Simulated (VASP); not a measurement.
# Si (I-42m) in VASP: single point with LDA

Aim: the single point of Si with LDA.

Program: VASP 6.6.1. These are calculated values, not measurements. Logs are shortened: lines on timing, memory, paths and dates and some standing lists are left out, and cuts for length are marked.

### 1 The cell of the first run

Symmetry: I-42m, No. 121, tetragonal system. Conventional cell: a = 6.603 Å, b = 6.603 Å, c = 3.817 Å, α = 90.00°, β = 90.00°, γ = 90.00°. Si (site symmetry m) has 4 Si at 2.33 to 2.40 Å within 3.1 Å.

### 2 Single point, LDA (atoms displaced along a vibrational mode)

File INCAR:

```
  PREC = Accurate
  ENCUT = 520
  EDIFF = 1E-6
  ISMEAR = 0
  SIGMA = 0.03
  LREAL = False
  LASPH = True
  NELM = 60
  ALGO = Normal
  ISIF = 2
  LWAVE = False
  LCHARG = False
  GGA = CA
  NBANDS = 16
```

File KPOINTS:

```
Automatic mesh
0
Gamma
  10 10 10
```

File POSCAR:

```
Si
1.0
   -3.3012718576      3.3012718576      1.9083649472
    3.3012718576     -3.3012718576      1.9083649472
    3.3012718576      3.3012718576     -1.9083649472
Si
4
Direct
    0.1198923415      0.1198923415      0.3576866598
    0.7622056816      0.7622056816      0.6423133402
    0.2377943184      0.8801076585      0.0000000000
    0.8801076585      0.2377943184      0.0000000000
```

Potentials or basis: VASP PAW LDA potentials, release 64 (Si).

Launch:

```
> cat potpaw_LDA.64/Si/POTCAR > POTCAR
> mpirun -np 1 vasp_std > vasp.out
```

OUTCAR:

```text
PREC = Accurate
   ENCUT = 520
   EDIFF = 1E-6
   ISMEAR = 0
   LREAL = False
   LASPH = True
   NELM = 60
   ISIF = 2
   GGA = CA

 ion  position               nearest neighbor table
   1  0.120  0.120  0.358-   2 2.33   2 2.33   3 2.40   4 2.40
   2  0.762  0.762  0.642-   1 2.33   1 2.33   4 2.40   3 2.40
   3  0.238  0.880  0.000-   4 2.33   4 2.33   1 2.40   2 2.40
   4  0.880  0.238  0.000-   3 2.33   3 2.33   1 2.40   2 2.40

  LATTYP: Found a body centered tetragonal cell.
 ALAT       =     6.6025437152
 C/A-ratio  =     0.5780696136

  Lattice vectors:

 A1 = (  -3.3012718576,   3.3012718576,   1.9083649472)
 A2 = (   3.3012718576,  -3.3012718576,   1.9083649472)
 A3 = (   3.3012718576,   3.3012718576,  -1.9083649472)

Analysis of symmetry for initial positions (statically):
=====================================================================
 Subroutine PRICEL returns:
 Original cell was already a primitive cell.

 Routine SETGRP: Setting up the symmetry group for a
 body centered tetragonal supercell.

 Subroutine GETGRP returns: Found  8 space group operations
 (whereof  8 operations were pure point group operations)
 out of a pool of 16 trial point group operations.

The static configuration has the point symmetry D_2d.

Analysis of symmetry for dynamics (positions and initial velocities):
=====================================================================
 Subroutine PRICEL returns:
 Original cell was already a primitive cell.

 Routine SETGRP: Setting up the symmetry group for a
 body centered tetragonal supercell.

 Subroutine GETGRP returns: Found  8 space group operations
 (whereof  8 operations were pure point group operations)
 out of a pool of 16 trial point group operations.

The dynamic configuration has the point symmetry D_2d.

 Subroutine INISYM returns: Found  8 space group operations
 (whereof  8 operations are pure point group operations),
 and found     1 'primitive' translations

----------------------------------------------------------------------------------------

                                     Primitive cell

  volume of cell :      83.1925

  direct lattice vectors                    reciprocal lattice vectors
    -3.301271858  3.301271858  1.908364947     0.000000000  0.151456778  0.262004393
     3.301271858 -3.301271858  1.908364947     0.151456778  0.000000000  0.262004393
     3.301271858  3.301271858 -1.908364947     0.151456778  0.151456778  0.000000000

  length of vectors
     5.043674110  5.043674110  5.043674110     0.302630894  0.302630894  0.214192230

  position of ions in fractional coordinates (direct lattice)
     0.119892341  0.119892341  0.357686660
     0.762205682  0.762205682  0.642313340
     0.237794318  0.880107659  0.000000000
     0.880107659  0.237794318  0.000000000

  ion indices of the primitive-cell ions
   primitive index   ion index
                 1           1
                 2           2
                 3           3
                 4           4

----------------------------------------------------------------------------------------

 KPOINTS: Automatic mesh

Automatic generation of k-mesh.
 Grid dimensions read from file:
 generate k-points for:   10   10   10

 Generating k-lattice:

  Cartesian coordinates                     Fractional coordinates (reciprocal lattice)
     0.000000000  0.015145678  0.026200439     0.100000000 -0.000000000  0.000000000
     0.015145678  0.000000000  0.026200439    -0.000000000  0.100000000  0.000000000
     0.015145678  0.015145678  0.000000000     0.000000000  0.000000000  0.100000000

  Length of vectors
     0.030263089  0.030263089  0.021419223

  Shift w.r.t. Gamma in fractional coordinates (k-lattice)
     0.000000000  0.000000000  0.000000000

 Subroutine IBZKPT returns following result:
 ===========================================

 Found    102 irreducible k-points:

 Following reciprocal coordinates:
            Coordinates               Weight
  0.000000  0.000000  0.000000      1.000000
  0.100000 -0.000000  0.000000      8.000000
  0.200000 -0.000000  0.000000      8.000000
  0.300000 -0.000000  0.000000      8.000000
  0.400000  0.000000  0.000000      8.000000
  0.500000  0.000000  0.000000      4.000000
[... 16 lines left out ...]
  0.300000  0.300000  0.000000      8.000000
  0.400000  0.300000  0.000000     16.000000
 [... further k-points ...]
   k-points           NKPTS =    102   k-points in BZ     NKDIM =    102   number of bands    NBANDS=     16
   number of dos      NEDOS =    301   number of ions     NIONS =      4
   total plane-waves  NPLWV =  64000
   dimension x,y,z NGX =    40 NGY =   40 NGZ =   40
   dimension x,y,z NGXF=    80 NGYF=   80 NGZF=   80
   ions per type =               4
   NGX,Y,Z   is equivalent  to a cutoff of  13.18, 13.18, 13.18 a.u.
   NGXF,Y,Z  is equivalent  to a cutoff of  26.37, 26.37, 26.37 a.u.
 SYSTEM =  unknown system
   PREC   = accura    normal or accurate (medium, high low for compatibility)
   ISTART =      0    job   : 0-new  1-cont  2-samecut
   ICHARG =      2    charge: 1-file 2-atom 10-const
   ISPIN  =      1    spin polarized calculation?
   LNONCOLLINEAR =      F non collinear calculations
   LSORBIT =      F    spin-orbit coupling
   LASPH  =      T    aspherical Exc in radial PAW
   ENCUT  =  520.0 eV  38.22 Ry    6.18 a.u.   9.38  9.38  9.38*2*pi/ulx,y,z
   NELM   =     60;   NELMIN=  2; NELMDL= -5     # of ELM steps
   EDIFF  = 0.1E-05   stopping-criterion for ELM
   LREAL  =      F    real-space projection
   EDIFFG = 0.1E-04   stopping-criterion for IOM
   NSW    =      0    number of steps for IOM
   IBRION =     -1    ionic relax: 0-MD 1-quasi-New 2-CG
   NFREE  =      0    steps in history (QN), initial steepest desc. (CG)
   ISIF   =      2    stress and relaxation
   ISYM   =      2    0-nonsym 1-usesym 2-fastsym
   POTIM  = 0.5000    time-step for ionic-motion
   TEBEG  =    0.0;   TEEND  =   0.0 temperature during run
   PSTRESS=    0.0 pullay stress
   NELECT =      16.0000    total number of electrons
   NUPDOWN=      -1.0000    fix difference up-down
   EMIN   =  10.00;   EMAX   =-10.00  energy-range for DOS
   EFERMI =   0.00;   METHOD = LEGACY
   ISMEAR =     0;   SIGMA  =   0.03  broadening in eV -4-tet -1-fermi 0-gaus
   EFERMI_NEDOS =   21; number of points for ismear=-14 and -15
   IALGO  =     38    algorithm
   IMIX   =      4    mixing-type and parameters
     AMIX     =   0.40;   BMIX     =  1.00
     AMIX_MAG =   1.60;   BMIX_MAG =  1.00
  volume/ion in A,a.u.               =      20.80       140.35
  Fermi-wavevector in a.u.,A,eV,Ry     =   0.944975  1.785743 12.149691  0.892977
  Thomas-Fermi vector in A             =   2.072831
   LORBIT       =      0    0 simple, 1 ext, 2 COOP (PROOUT), +10 PAW based schemes
   GGA     = CA    functional components
   LHFCALC =     F    Hartree Fock is set to
   AEXX    =    0.0000 exact exchange contribution
   IVDW    =     0    specifies the selected vdW correction
   LEPSILON=     F    determine dielectric tensor
   LRPA    =     F    only Hartree local field effects (RPA)
 non-spin polarized calculation
 Gauss-broadening in eV      SIGMA  =   0.03
  energy-cutoff  :      520.00
  volume of cell :       83.19
 maximum number of plane-waves:      2261
 NGX is ok and might be reduce to    40
   NGX = 19   NGY = 19   NGZ = 19

 number of electron      16.0000000 magnetization

 Free energy of the ion-electron system (eV)
  ---------------------------------------------------
  ext. energy  EPLUGINS =         0.00000000
  ---------------------------------------------------
  free energy    TOTEN  =       -23.15604171 eV

  energy without entropy =      -23.15586284  energy(sigma->0) =      -23.15595227

 E-fermi :   5.6931     XC(G=0):  -9.4211

 val. band max:        5.6857600316   @ k =  -0.1000  -0.2000   0.1000
 cond. band min:       5.7089080971   @ k =   0.5000   0.5000   0.4000
 fundamental gap:      0.0231480655
 Fermi energy:         5.6931240122

 k-point     1 :       0.0000    0.0000    0.0000
  band No.  band energies     occupation
      1      -6.5436      2.00000
      2      -2.3051      2.00000
      3       0.0892      2.00000
      4       0.0892      2.00000
      5       1.9020      2.00000
      6       4.0711      2.00000
[... 8 lines left out ...]
     15      10.8367      0.00000
     16      11.3953      0.00000

 k-point     2 :       0.1000   -0.0000    0.0000
  band No.  band energies     occupation
      1      -6.4289      2.00000
      2      -2.3254      2.00000
      3      -0.0513      2.00000
      4       0.2547      2.00000
      5       2.0051      2.00000
      6       3.4195      2.00000
[... 8 lines left out ...]
     15      10.3368      0.00000
     16      11.9016      0.00000

 k-point     3 :       0.2000   -0.0000    0.0000
  band No.  band energies     occupation
      1      -6.0901      2.00000
      2      -2.3289      2.00000
      3      -0.4629      2.00000
      4       0.5172      2.00000
      5       2.1482      2.00000
      6       2.3299      2.00000
[... 8 lines left out ...]
     15      10.7452      0.00000
     16      12.2229      0.00000

 k-point     4 :       0.3000   -0.0000    0.0000
  band No.  band energies     occupation
      1      -5.5478      2.00000
      2      -2.2330      2.00000
      3      -1.2065      2.00000
      4       0.2584      2.00000
      5       1.5437      2.00000
      6       2.1948      2.00000
[... 8 lines left out ...]
     15      11.9508      0.00000
     16      12.2081      0.00000
[... 324 lines left out ...]
 k-point    22 :      -0.2000    0.2000    0.0000
  band No.  band energies     occupation
      1      -6.3207      2.00000
      2      -3.0745      2.00000
      3       0.1229      2.00000
      4       0.2657      2.00000
      5       2.8574      2.00000
      6       3.8667      2.00000
[... 8 lines left out ...]
     15      11.2829      0.00000
     16      12.0966      0.00000

 k-point    23 :       0.3000    0.3000    0.0000
  band No.  band energies     occupation
      1      -4.3520      2.00000
      2      -3.0678      2.00000
      3      -2.2467      2.00000
      4      -0.1667      2.00000
      5       1.0539      2.00000
      6       2.8020      2.00000
[... 8 lines left out ...]
     15      11.9872      0.00000
     16      13.4226      0.00000

 k-point    24 :       0.4000    0.3000    0.0000
  band No.  band energies     occupation
      1      -4.7868      2.00000
      2      -3.6591      2.00000
      3      -1.5078      2.00000
      4       0.5102      2.00000
      5       1.2748      2.00000
      6       2.6465      2.00000
[... 8 lines left out ...]
     15      11.6227      0.00000
     16      12.3098      0.00000

 [... further k-points ...]

------------------------ aborting loop because EDIFF is reached ----------------------------------------

  FORCE on cell =-STRESS in cart. coord.  units (eV):
  Direction    XX          YY          ZZ          XY          YZ          ZX
  --------------------------------------------------------------------------------------
  -------------------------------------------------------------------------------------
  Total       -1.0787587     -1.0787587     -0.5149769      0.0000000      0.0000000      0.0000000
  in kB      -20.7754713    -20.7754713     -9.9177774      0.0000000      0.0000000      0.0000000
  external PRESSURE =     -17.1562400 kB  Pullay stress =       0.0000000 kB

 VOLUME and BASIS-vectors are now :
 -----------------------------------------------------------------------------
  energy-cutoff  :      520.00
  volume of cell :       83.19
      direct lattice vectors                 reciprocal lattice vectors
    -3.301271858  3.301271858  1.908364947     0.000000000  0.151456778  0.262004393
     3.301271858 -3.301271858  1.908364947     0.151456778  0.000000000  0.262004393
     3.301271858  3.301271858 -1.908364947     0.151456778  0.151456778  0.000000000

 POSITION                                       TOTAL-FORCE (eV/Angst)
 -----------------------------------------------------------------------------------
      1.18082      1.18082     -0.22500        -0.283194     -0.283194      0.547873
      2.12045      2.12045      1.68336         0.283194      0.283194      0.547873
      2.12045     -2.12045      2.13336         0.283194     -0.283194     -0.547873
     -2.12045      2.12045      2.13336        -0.283194      0.283194     -0.547873
 -----------------------------------------------------------------------------------
    total drift:                                0.000000      0.000000      0.000000

  FREE ENERGIE OF THE ION-ELECTRON SYSTEM (eV)
  ---------------------------------------------------
  free  energy   TOTEN  =       -23.1560417051 eV

  energy  without entropy=      -23.1558628367  energy(sigma->0) =      -23.15595227
```

Wall time 64 s (1 thread of Intel Xeon 6975P-C (Granite Rapids), shared host); peak memory 0.23 GiB.

Results:

| Quantity | Value |
| --- | --- |
| Free energy | -23.1560 eV |
| Pressure | -1.7 GPa |
| Largest force | 0.679 eV/Å |
| Band gap on the k mesh | zero (bands 8 and 9 overlap by 0.12 eV) |

Forces on the atoms (eV/Å):
```
Si  -0.283 -0.283  0.548
Si   0.283  0.283  0.548
Si   0.283 -0.283 -0.548
Si  -0.283  0.283 -0.548
```

Stress tensor (GPa, compression positive):
```
-2.08  0.00  0.00
 0.00 -2.08  0.00
 0.00  0.00 -0.99
```

Caveat: the cell differs from its parent crystal (atoms displaced along a vibrational mode); semilocal functionals underestimate gaps, so a narrow gap can read as zero.
